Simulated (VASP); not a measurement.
# Nb (Im-3m) in VASP: notebook

Nb is run at these levels: PBEsol; tasks: single point, relaxation of cell and atoms.

Program: VASP 6.6.1. These are calculated values, not measurements. Logs are shortened: lines on timing, memory, paths and dates and some standing lists are left out, and cuts for length are marked.

### 1 The cell of the first run

The structure is cubic, space group Im-3m (No. 229). The conventional cell has a = 3.273 Å, b = 3.273 Å, c = 3.273 Å, α = 90.00°, β = 90.00°, γ = 90.00°. Within 3.7 Å of Nb (site symmetry m-3m) lie 14 Nb at 2.83 to 3.27 Å.

### 2 Single point, PBEsol

INCAR

```
SYSTEM = Nb
ALGO = Normal
EDIFF = 1E-6
ENCUT = 500
GGA = PS
GGA_COMPAT = .FALSE.
ISIF = 2
ISMEAR = -1
LASPH = .TRUE.
LCHARG = .TRUE.
LELF = .TRUE.
LREAL = .FALSE.
LVHAR = .TRUE.
LWAVE = .FALSE.
NBANDS = 12
NELM = 120
PREC = Accurate
SIGMA = 0.08
```

KPOINTS

```
Automatic mesh
0
Gamma
  16 16 16
  0.5 0.5 0.5
```

POSCAR

```
Nb
1.0
   -1.6366430012      1.6366430012      1.6366430012
    1.6366430012     -1.6366430012      1.6366430012
    1.6366430012      1.6366430012     -1.6366430012
Nb
1
Direct
    0.0000000000      0.0000000000      0.0000000000
```

Potentials or basis: VASP PAW PBE potentials, release 64 (Nb_sv).

Launch:

```
cat potpaw_PBE.64/Nb_sv/POTCAR > POTCAR
mpirun -np 1 vasp_std > vasp.out
```

OUTCAR:

```text
SYSTEM = Nb
   EDIFF = 1E-6
   ENCUT = 500
   GGA = PS
   ISIF = 2
   ISMEAR = -1
   LASPH = .TRUE.
   LREAL = .FALSE.
   NELM = 120
   PREC = Accurate

 ion  position               nearest neighbor table
   1  0.000  0.000  0.000-

  LATTYP: Found a body centered cubic cell.
 ALAT       =     3.2732860024

  Lattice vectors:

 A1 = (  -1.6366430012,   1.6366430012,   1.6366430012)
 A2 = (   1.6366430012,  -1.6366430012,   1.6366430012)
 A3 = (   1.6366430012,   1.6366430012,  -1.6366430012)

Analysis of symmetry for initial positions (statically):
=====================================================================
 Subroutine PRICEL returns:
 Original cell was already a primitive cell.

 Routine SETGRP: Setting up the symmetry group for a
 body centered cubic supercell.

 Subroutine GETGRP returns: Found 48 space group operations
 (whereof 48 operations were pure point group operations)
 out of a pool of 48 trial point group operations.

The static configuration has the point symmetry O_h .

Analysis of symmetry for dynamics (positions and initial velocities):
=====================================================================
 Subroutine PRICEL returns:
 Original cell was already a primitive cell.

 Routine SETGRP: Setting up the symmetry group for a
 body centered cubic supercell.

 Subroutine GETGRP returns: Found 48 space group operations
 (whereof 48 operations were pure point group operations)
 out of a pool of 48 trial point group operations.

The dynamic configuration has the point symmetry O_h .

 Subroutine INISYM returns: Found 48 space group operations
 (whereof 48 operations are pure point group operations),
 and found     1 'primitive' translations

----------------------------------------------------------------------------------------

                                     Primitive cell

  volume of cell :      17.5356

  direct lattice vectors                    reciprocal lattice vectors
    -1.636643001  1.636643001  1.636643001     0.000000000  0.305503399  0.305503399
     1.636643001 -1.636643001  1.636643001     0.305503399  0.000000000  0.305503399
     1.636643001  1.636643001 -1.636643001     0.305503399  0.305503399  0.000000000

  length of vectors
     2.834748832  2.834748832  2.834748832     0.432047050  0.432047050  0.432047050

  position of ions in fractional coordinates (direct lattice)
     0.000000000  0.000000000  0.000000000

  ion indices of the primitive-cell ions
   primitive index   ion index
                 1           1

----------------------------------------------------------------------------------------

 KPOINTS: Automatic mesh

Automatic generation of k-mesh.
 Grid dimensions read from file:
 generate k-points for:   16   16   16

 Generating k-lattice:

  Cartesian coordinates                     Fractional coordinates (reciprocal lattice)
     0.000000000  0.019093962  0.019093962     0.062500000  0.000000000  0.000000000
     0.019093962  0.000000000  0.019093962     0.000000000  0.062500000  0.000000000
     0.019093962  0.019093962  0.000000000     0.000000000  0.000000000  0.062500000

  Length of vectors
     0.027002941  0.027002941  0.027002941

  Shift w.r.t. Gamma in fractional coordinates (k-lattice)
     0.500000000  0.500000000  0.500000000

 Subroutine IBZKPT returns following result:
 ===========================================

 Found    140 irreducible k-points:

 Following reciprocal coordinates:
            Coordinates               Weight
  0.031250  0.031250  0.031250      8.000000
  0.093750  0.031250  0.031250     24.000000
  0.156250  0.031250  0.031250     24.000000
  0.218750  0.031250  0.031250     24.000000
  0.281250  0.031250  0.031250     24.000000
  0.343750  0.031250  0.031250     24.000000
[... 16 lines left out ...]
 -0.093750  0.156250  0.031250     24.000000
  0.218750  0.218750  0.031250     24.000000
 [... further k-points ...]
   k-points           NKPTS =    140   k-points in BZ     NKDIM =    140   number of bands    NBANDS=     12
   number of dos      NEDOS =    301   number of ions     NIONS =      1
   total plane-waves  NPLWV =  13824
   dimension x,y,z NGX =    24 NGY =   24 NGZ =   24
   dimension x,y,z NGXF=    48 NGYF=   48 NGZF=   48
   ions per type =               1
   NGX,Y,Z   is equivalent  to a cutoff of  14.07, 14.07, 14.07 a.u.
   NGXF,Y,Z  is equivalent  to a cutoff of  28.15, 28.15, 28.15 a.u.
 SYSTEM =  Nb
   PREC   = accura    normal or accurate (medium, high low for compatibility)
   ISTART =      0    job   : 0-new  1-cont  2-samecut
   ICHARG =      2    charge: 1-file 2-atom 10-const
   ISPIN  =      1    spin polarized calculation?
   LNONCOLLINEAR =      F non collinear calculations
   LSORBIT =      F    spin-orbit coupling
   LASPH  =      T    aspherical Exc in radial PAW
   ENCUT  =  500.0 eV  36.75 Ry    6.06 a.u.   5.17  5.17  5.17*2*pi/ulx,y,z
   NELM   =    120;   NELMIN=  2; NELMDL= -5     # of ELM steps
   EDIFF  = 0.1E-05   stopping-criterion for ELM
   LREAL  =      F    real-space projection
   EDIFFG = 0.1E-04   stopping-criterion for IOM
   NSW    =      0    number of steps for IOM
   IBRION =     -1    ionic relax: 0-MD 1-quasi-New 2-CG
   NFREE  =      0    steps in history (QN), initial steepest desc. (CG)
   ISIF   =      2    stress and relaxation
   ISYM   =      2    0-nonsym 1-usesym 2-fastsym
   POTIM  = 0.5000    time-step for ionic-motion
   TEBEG  =    0.0;   TEEND  =   0.0 temperature during run
   PSTRESS=    0.0 pullay stress
   NELECT =      13.0000    total number of electrons
   NUPDOWN=      -1.0000    fix difference up-down
   EMIN   =  10.00;   EMAX   =-10.00  energy-range for DOS
   EFERMI =   0.00;   METHOD = LEGACY
   ISMEAR =    -1;   SIGMA  =   0.08  broadening in eV -4-tet -1-fermi 0-gaus
   EFERMI_NEDOS =   21; number of points for ismear=-14 and -15
   IALGO  =     38    algorithm
   IMIX   =      4    mixing-type and parameters
     AMIX     =   0.40;   BMIX     =  1.00
     AMIX_MAG =   1.60;   BMIX_MAG =  1.00
  volume/ion in A,a.u.               =      17.54       118.34
  Fermi-wavevector in a.u.,A,eV,Ry     =   1.481660  2.799932 29.869107  2.195317
  Thomas-Fermi vector in A             =   2.595543
   LORBIT       =      0    0 simple, 1 ext, 2 COOP (PROOUT), +10 PAW based schemes
   GGA     = PS    functional components
   LHFCALC =     F    Hartree Fock is set to
   AEXX    =    0.0000 exact exchange contribution
   IVDW    =     0    specifies the selected vdW correction
   LEPSILON=     F    determine dielectric tensor
   LRPA    =     F    only Hartree local field effects (RPA)
 non-spin polarized calculation
  energy-cutoff  :      500.00
  volume of cell :       17.54
 maximum number of plane-waves:       458
 NGX is ok and might be reduce to    24
   NGX = 11   NGY = 11   NGZ = 11

 number of electron      13.0000001 magnetization

 Free energy of the ion-electron system (eV)
  ---------------------------------------------------
  ext. energy  EPLUGINS =         0.00000000
  ---------------------------------------------------
  free energy    TOTEN  =       -10.96703183 eV

  energy without entropy =      -10.93545318  energy(sigma->0) =      -10.95124251

 E-fermi :  11.4256     XC(G=0): -12.7690

 val. band max:       11.4071509681   @ k =   0.3438   0.2187   0.0938
 cond. band min:      11.4416756298   @ k =  -0.1563   0.2188   0.0938
 fundamental gap:      0.0345246617
 Fermi energy:        11.4255712487

 k-point     1 :       0.0313    0.0313    0.0313
  band No.  band energies     occupation
      1     -42.8001      2.00000
      2     -18.1699      2.00000
      3     -18.0805      2.00000
      4     -18.0805      2.00000
      5       5.6507      2.00000
      6      11.6575      0.10442
      7      11.6575      0.10442
      8      12.0642      0.00068
      9      14.6667      0.00000
     10      14.6667      0.00000
     11      25.8672      0.00000
     12      26.2265      0.00000

 k-point     2 :       0.0938    0.0312    0.0313
  band No.  band energies     occupation
      1     -42.7712      2.00000
      2     -18.3421      2.00000
      3     -18.1287      2.00000
      4     -18.0827      2.00000
      5       6.1166      2.00000
      6      11.3636      1.36910
      7      11.5130      0.50223
      8      12.5808      0.00000
      9      14.3609      0.00000
     10      14.7221      0.00000
     11      26.2065      0.00000
     12      26.9635      0.00000

 k-point     3 :       0.1562    0.0313    0.0312
  band No.  band energies     occupation
      1     -42.7278      2.00000
      2     -18.5848      2.00000
      3     -18.2089      2.00000
      4     -18.0859      2.00000
      5       6.7876      2.00000
      6      10.9717      1.99315
      7      11.2914      1.68507
      8      13.3670      0.00000
      9      14.1979      0.00000
     10      14.8091      0.00000
     11      26.4537      0.00000
     12      27.9156      0.00000
[... 286 lines left out ...]
 k-point    23 :      -0.0938    0.1562    0.0312
  band No.  band energies     occupation
      1     -42.7616      2.00000
      2     -18.3582      2.00000
      3     -18.1551      2.00000
      4     -18.1133      2.00000
      5       6.2694      2.00000
      6      11.4420      0.89741
      7      11.5499      0.34895
      8      12.5479      0.00000
      9      13.8835      0.00000
     10      15.0359      0.00000
     11      26.5388      0.00000
     12      27.1369      0.00000

 k-point    24 :       0.2188    0.2188    0.0313
  band No.  band energies     occupation
      1     -42.5635      2.00000
      2     -19.2587      2.00000
      3     -18.5782      2.00000
      4     -18.2262      2.00000
      5       8.8558      2.00000
      6      10.0115      2.00000
      7      10.8309      1.99882
      8      14.4842      0.00000
      9      15.5709      0.00000
     10      18.2818      0.00000
     11      24.4645      0.00000
     12      26.1361      0.00000

 [... further k-points ...]

------------------------ aborting loop because EDIFF is reached ----------------------------------------

  FORCE on cell =-STRESS in cart. coord.  units (eV):
  Direction    XX          YY          ZZ          XY          YZ          ZX
  --------------------------------------------------------------------------------------
  -------------------------------------------------------------------------------------
  Total       -0.0394242     -0.0394242     -0.0394242      0.0000000      0.0000000      0.0000000
  in kB       -3.6020678     -3.6020678     -3.6020678      0.0000000      0.0000000      0.0000000
  external PRESSURE =      -3.6020678 kB  Pullay stress =       0.0000000 kB

 VOLUME and BASIS-vectors are now :
 -----------------------------------------------------------------------------
  energy-cutoff  :      500.00
  volume of cell :       17.54
      direct lattice vectors                 reciprocal lattice vectors
    -1.636643001  1.636643001  1.636643001     0.000000000  0.305503399  0.305503399
     1.636643001 -1.636643001  1.636643001     0.305503399  0.000000000  0.305503399
     1.636643001  1.636643001 -1.636643001     0.305503399  0.305503399  0.000000000

 POSITION                                       TOTAL-FORCE (eV/Angst)
 -----------------------------------------------------------------------------------
      0.00000      0.00000      0.00000        -0.000000      0.000000      0.000000
 -----------------------------------------------------------------------------------
    total drift:                                0.000000      0.000000     -0.000000

  FREE ENERGIE OF THE ION-ELECTRON SYSTEM (eV)
  ---------------------------------------------------
  free  energy   TOTEN  =       -10.9670318336 eV

  energy  without entropy=      -10.9354531808  energy(sigma->0) =      -10.95124251
```

Run time: 15 s. Hardware: 1 thread of Intel Xeon Platinum 8488C (Sapphire Rapids), shared host; peak memory 0.15 GiB.

What came out:

```yaml
Free_energy: -10.9670 eV
Pressure: -0.4 GPa
```

Caveat: the PAW data sets were made with another functional, which shifts forces and pressure a little.

### 3 Relaxation of cell and atoms, PBEsol

This run uses another cell than the first one, of 18.43 Å³/atom, 1.051 times its volume.

INCAR

```
  PREC = Accurate
  ENCUT = 500
  EDIFF = 1E-7
  ISMEAR = -1
  SIGMA = 0.08
  LREAL = False
  LASPH = True
  NELM = 120
  ALGO = Normal
  ISIF = 3
  LWAVE = False
  LCHARG = False
  GGA = PS
  IBRION = 2
  NSW = 100
  EDIFFG = -0.002
  GGA_COMPAT = False
  NELMIN = 4
```

KPOINTS

```
regular mesh
0
Gamma
  16 16 16
```

POSCAR

```
Nb
1.0
   -1.6639500000      1.6639500000      1.6639500000
    1.6639500000     -1.6639500000      1.6639500000
    1.6639500000      1.6639500000     -1.6639500000
Nb
1
Direct
    0.0000000000      0.0000000000      0.0000000000
```

Potentials or basis: VASP PAW PBE potentials, release 64 (Nb_sv).

Launch:

```
cat potpaw_PBE.64/Nb_sv/POTCAR > POTCAR
mpirun -np 1 vasp_std > vasp.out
```

It took 80 s on 1 thread of Intel Xeon Platinum 8488C (Sapphire Rapids), shared host; peak memory 0.17 GiB.

Results (log left out):

- Free energy: -10.9701 eV
- Relaxed volume: 17.48 Å³/atom
- Relaxed cell: a = 2.832 Å, b = 2.832 Å, c = 2.832 Å, α = 109.47°, β = 109.47°, γ = 109.47°
- Space group after relaxing (to 0.05 Å): Im-3m (No. 229)
- Energy gained by relaxing: 27.3 meV/atom
- Ionic steps: 7
- Pressure after relaxing: 0.0 GPa

Step by step:
| step | energy change (eV) | largest force (eV/Å) | pressure (GPa) | volume (Å³) |
| --- | --- | --- | --- | --- |
| 1 | 0.0000 | 0.0000 | -8.82 | 18.43 |
| 2 | 0.0747 | 0.0000 | 21.74 | 15.85 |
| 3 | -0.0273 | 0.0000 | -0.30 | 17.51 |
| 4 | -0.0273 | 0.0000 | -0.04 | 17.48 |
| 5 | -0.0273 | 0.0000 | 0.16 | 17.46 |
| 6 | -0.0273 | 0.0000 | -0.25 | 17.50 |
| 7 | -0.0273 | 0.0000 | 0.00 | 17.48 |

Final structure:
```xyz
1
Lattice="-1.6348 1.6348 1.6348 1.6348 -1.6348 1.6348 1.6348 1.6348 -1.6348" Properties=species:S:1:pos:R:3 pbc="T T T"
Nb    0.0000    0.0000    0.0000
```

Levels at points of the mesh, in eV from the Fermi level:
```
           k point  band 2  band 3  band 4  band 5  band 6  band 7  band 8  band 9  band 10
(0.00, 0.00, 0.00)  -29.48  -29.48  -29.48   -6.03    0.35    0.35    0.35    3.36     3.36
(0.50, 0.00, 0.00)  -30.99  -29.95  -29.50   -3.87   -1.76    2.42    3.41    4.13     6.66
(0.50, 0.50, 0.50)  -30.51  -30.51  -30.51   -3.92   -3.92    5.84    5.84    5.84     9.30
```

Caveat: the PAW data sets were made with another functional, which shifts forces and pressure a little.

### 4 Relaxation of cell and atoms, PBEsol

This run uses another cell than the first one, of 18.43 Å³/atom, 1.051 times its volume.

INCAR is that of step 3.

KPOINTS

```
Automatic mesh
0
Gamma
  16 16 16
  0.5 0.5 0.5
```

POSCAR is that of step 3.

Launch:

```
cat potpaw_PBE.64/Nb_sv/POTCAR > POTCAR
mpirun -np 1 vasp_std > vasp.out
```

Run time: 77 s. Hardware: 1 thread of Intel Xeon Platinum 8488C (Sapphire Rapids), shared host; peak memory 0.16 GiB.

It converged, with:

- Free energy: -10.9681 eV
- Relaxed volume: 17.51 Å³/atom
- Relaxed cell: a = 2.833 Å, b = 2.833 Å, c = 2.833 Å, α = 109.47°, β = 109.47°, γ = 109.47°
- Space group after relaxing (to 0.05 Å): Im-3m (No. 229)
- Energy gained by relaxing: 25.3 meV/atom
- Ionic steps: 7
- Pressure after relaxing: 0.0 GPa

The path:
| step | energy change (eV) | largest force (eV/Å) | pressure (GPa) | volume (Å³) |
| --- | --- | --- | --- | --- |
| 1 | 0.0000 | 0.0000 | -8.48 | 18.43 |
| 2 | 0.0648 | 0.0000 | 19.88 | 15.95 |
| 3 | -0.0253 | 0.0000 | -0.26 | 17.53 |
| 4 | -0.0253 | 0.0000 | -0.03 | 17.51 |
| 5 | -0.0253 | 0.0000 | 0.16 | 17.49 |
| 6 | -0.0253 | 0.0000 | -0.25 | 17.53 |
| 7 | -0.0253 | 0.0000 | 0.00 | 17.51 |

Final structure:
```
Nb
1.0
    -1.63574    1.63574    1.63574
     1.63574   -1.63574    1.63574
     1.63574    1.63574   -1.63574
Nb
1
Direct
  0.00000 0.00000 0.00000
```

Levels at points of the mesh, in eV from the Fermi level:
```tsv
k point	band 4	band 5	band 6	band 7	band 8	band 9
(0.03, 0.03, 0.03)	-29.50	-5.78	0.23	0.23	0.64	3.25
```

Caveat: the PAW data sets were made with another functional, which shifts forces and pressure a little.

### 5 The runs side by side

| task | cell | k mesh | gap on the mesh (eV) | pressure (GPa) | relaxed volume (Å³/atom) |
| --- | --- | --- | --- | --- | --- |
| single point | a = 2.835 Å, angles 109.5°, 1 atom | 16 × 16 × 16, shifted | none | -0.4 | - |
| relaxation of cell and atoms | relaxed from a = 2.882 Å, angles 109.5°, 1 atom | 16 × 16 × 16 | none | 0.0 | 17.48 |
| relaxation of cell and atoms | relaxed from a = 2.882 Å, angles 109.5°, 1 atom | 16 × 16 × 16, shifted | none | 0.0 | 17.51 |

Alike in all rows: level PBEsol; potentials or basis VASP PAW PBE potentials, release 64 (Nb_sv); no spin polarisation; cutoff (eV) 500; smearing fermi-dirac 0.08 eV.

Caveats: the PAW data sets were made with another functional, which shifts forces and pressure a little.

Total energies depend on the potentials used, so only differences within one code and one set of settings carry meaning.
